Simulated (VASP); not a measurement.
# BaS (Fm-3m) in VASP: notebook, part 3 of 3

VASP 6.6.1.

## Step 5: Electric field gradients, PBE (31.92 Å³/atom)

This run uses another cell than the first one, of 31.92 Å³/atom.

INCAR reads:

```
SYSTEM = BaS
ALGO     = Normal         ! electronic algorithm
EDIFF    = 1E-8           ! SCF threshold, eV
ENCUT    = 520            ! plane-wave cutoff, eV
GGA      = PE             ! functional
ISIF     = 2              ! what is computed and relaxed
ISMEAR   = -1             ! smearing method
LASPH    = .True.         ! aspherical terms in the spheres
LCHARG   = .False.        ! write CHGCAR
LEFG     = .True.       
LREAL    = .False.        ! projectors in reciprocal space
LWAVE    = .False.        ! write WAVECAR
NBANDS   = 15             ! bands
NELM     = 80             ! most SCF steps
PREC     = Accurate       ! precision mode
SIGMA    = 0.02           ! smearing width, eV
```

KPOINTS reads:

```
k-points
0
Gamma
  8 8 8
  0 0 0
```

POSCAR reads:

```
BaS
1.0
    0.0000000000      3.1723147904      3.1723147904
    3.1723147904      0.0000000000      3.1723147904
    3.1723147904      3.1723147904      0.0000000000
Ba S
1 1
Direct
    0.0000000000      0.0000000000      0.0000000000
    0.5000000000      0.5000000000      0.5000000000
```

Potentials or basis: VASP PAW PBE potentials, release 64 (Ba_sv, S).

On the command line:

```console
$ cat potpaw_PBE.64/Ba_sv/POTCAR potpaw_PBE.64/S/POTCAR > POTCAR
$ mpirun -np 1 vasp_std > vasp.out
```

OUTCAR:

```text
SYSTEM = BaS
   EDIFF = 1E-8
   ENCUT = 520
   GGA = PE
   ISIF = 2
   ISMEAR = -1
   LASPH = .True.
   LREAL = .False.
   NELM = 80
   PREC = Accurate

 ion  position               nearest neighbor table
   1  0.000  0.000  0.000-   2 3.17   2 3.17   2 3.17   2 3.17   2 3.17   2 3.17
   2  0.500  0.500  0.500-   1 3.17   1 3.17   1 3.17   1 3.17   1 3.17   1 3.17

  LATTYP: Found a face centered cubic cell.
 ALAT       =     6.3446295808

  Lattice vectors:

 A1 = (   0.0000000000,   3.1723147904,   3.1723147904)
 A2 = (   3.1723147904,   0.0000000000,   3.1723147904)
 A3 = (   3.1723147904,   3.1723147904,   0.0000000000)

Analysis of symmetry for initial positions (statically):
=====================================================================
 Subroutine PRICEL returns:
 Original cell was already a primitive cell.

 Routine SETGRP: Setting up the symmetry group for a
 face centered cubic supercell.

 Subroutine GETGRP returns: Found 48 space group operations
 (whereof 48 operations were pure point group operations)
 out of a pool of 48 trial point group operations.

The static configuration has the point symmetry O_h .

Analysis of symmetry for dynamics (positions and initial velocities):
=====================================================================
 Subroutine PRICEL returns:
 Original cell was already a primitive cell.

 Routine SETGRP: Setting up the symmetry group for a
 face centered cubic supercell.

 Subroutine GETGRP returns: Found 48 space group operations
 (whereof 48 operations were pure point group operations)
 out of a pool of 48 trial point group operations.

[... 577 lines left out ...]
      7       0.6738      2.00000
      8       0.7616      2.00000
      9       6.2814      0.00000
     10       6.4663      0.00000
     11       8.3024      0.00000
     12       8.5650      0.00000
     13       9.5213      0.00000
     14      10.4409      0.00000
     15      11.1614      0.00000

 [... further k-points ...]

------------------------ aborting loop because EDIFF is reached ----------------------------------------

  FORCE on cell =-STRESS in cart. coord.  units (eV):
  Direction    XX          YY          ZZ          XY          YZ          ZX
  --------------------------------------------------------------------------------------
  -------------------------------------------------------------------------------------
  Total        0.9702596      0.9702596      0.9702596     -0.0000000     -0.0000000      0.0000000
  in kB       24.3466768     24.3466768     24.3466768     -0.0000000     -0.0000000      0.0000000
  external PRESSURE =      24.3466768 kB  Pullay stress =       0.0000000 kB

 VOLUME and BASIS-vectors are now :
 -----------------------------------------------------------------------------
  energy-cutoff  :      520.00
  volume of cell :       63.85
      direct lattice vectors                 reciprocal lattice vectors
     0.000000000  3.172314790  3.172314790    -0.157613614  0.157613614  0.157613614
     3.172314790  0.000000000  3.172314790     0.157613614 -0.157613614  0.157613614
     3.172314790  3.172314790  0.000000000     0.157613614  0.157613614 -0.157613614

 POSITION                                       TOTAL-FORCE (eV/Angst)
 -----------------------------------------------------------------------------------
      0.00000      0.00000      0.00000        -0.000000     -0.000000     -0.000000
      3.17231      3.17231      3.17231         0.000000      0.000000      0.000000
 -----------------------------------------------------------------------------------
    total drift:                                0.000000      0.000000      0.000000

  FREE ENERGIE OF THE ION-ELECTRON SYSTEM (eV)
  ---------------------------------------------------
  free  energy   TOTEN  =       -10.1689413676 eV

  energy  without entropy=      -10.1689413676  energy(sigma->0) =      -10.16894137

 Electric field gradients (V/A^2)
---------------------------------------------------------------------
 ion       V_xx      V_yy      V_zz      V_xy      V_xz      V_yz
---------------------------------------------------------------------
   1      -0.000    -0.000    -0.000     0.000     0.000     0.000
   2       0.000    -0.000    -0.000     0.000     0.000     0.000
---------------------------------------------------------------------

 Electric field gradients after diagonalization (V/A^2)
 (convention: |V_zz| > |V_xx| > |V_yy|)
----------------------------------------------------------------------
 ion       V_xx      V_yy      V_zz     asymmetry (V_yy - V_xx)/ V_zz
----------------------------------------------------------------------
   1      -0.000    -0.000     0.000       0.000
   2      -0.000    -0.000     0.001       0.000
----------------------------------------------------------------------

           NMR quadrupolar parameters

 Cq : quadrupolar parameter    Cq=e*Q*V_zz/h
 eta: asymmetry parameters     (V_yy - V_xx)/ V_zz
 Q  : nuclear electric quadrupole moment in mb (millibarn)
----------------------------------------------------------------------
 ion       Cq(MHz)       eta       Q (mb)
----------------------------------------------------------------------
   1       0.000       0.000       1.000
   2       0.000       0.000       1.000
----------------------------------------------------------------------
```

stdout:

```text
POSCAR found type information on POSCAR BaS
 POSCAR found :  2 types and       2 ions
 scaLAPACK will be used
 LDA part: xc-table for (Slater+PW92), standard interpolation
 POSCAR, INCAR and KPOINTS ok, starting setup
 FFT: planning ... GRIDC
 FFT: planning ... GRID_SOFT
 FFT: planning ... GRID
 WAVECAR not read
 entering main loop
ion   1

ion   2
```

It took 30 s on 1 thread of Intel Xeon Platinum 8259CL at 2.50GHz (Skylake/Cascade Lake), shared host; peak memory 0.21 GiB.

What came out:

```
Free energy                             : -10.1689 eV
Pressure                                : 2.4 GPa
Band gap on the k mesh                  : 2.07 eV (least direct gap 2.20 eV)
Largest electric field gradient by atom : under 0.05 V/Å² on every atom
```

Levels at points of the mesh, in eV from the valence-band top:
```
           k point  band 6  band 7  band 8  band 9  band 10  band 11
(0.00, 0.00, 0.00)    0.00    0.00    0.00    3.70     3.87     3.87
(0.50, 0.00, 0.00)   -1.98   -1.13   -1.13    5.61     5.75     6.38
(0.50, 0.50, 0.00)   -0.50   -0.13   -0.13    2.07     5.99     6.15
```

Caveat: spin-orbit coupling is left out, which moves the levels of the heavy elements.

## Step 6: Summary

| cell | gap on the mesh (eV) | pressure (GPa) |
| --- | --- | --- |
| a = 4.440 Å, angles 60.0°, 2 atoms | 2.01 | 4.2 |
| a = 4.424 Å, angles 60.0°, 2 atoms | 1.99 | 4.8 |
| a = 4.517 Å, angles 60.0°, 2 atoms | 2.11 | 1.4 |
| a = 4.486 Å, angles 60.0°, 2 atoms | 2.07 | 2.4 |

Alike in all rows: task electric field gradients; level PBE; potentials or basis VASP PAW PBE potentials, release 64 (Ba_sv, S); no spin polarisation; k mesh 8 × 8 × 8; cutoff (eV) 520; smearing fermi-dirac 0.02 eV.

Caveats: spin-orbit coupling is left out, which moves the levels of the heavy elements; the cell stands under pressure (at least some runs).

Total energies depend on the potentials used, so only differences within one code and one set of settings carry meaning.
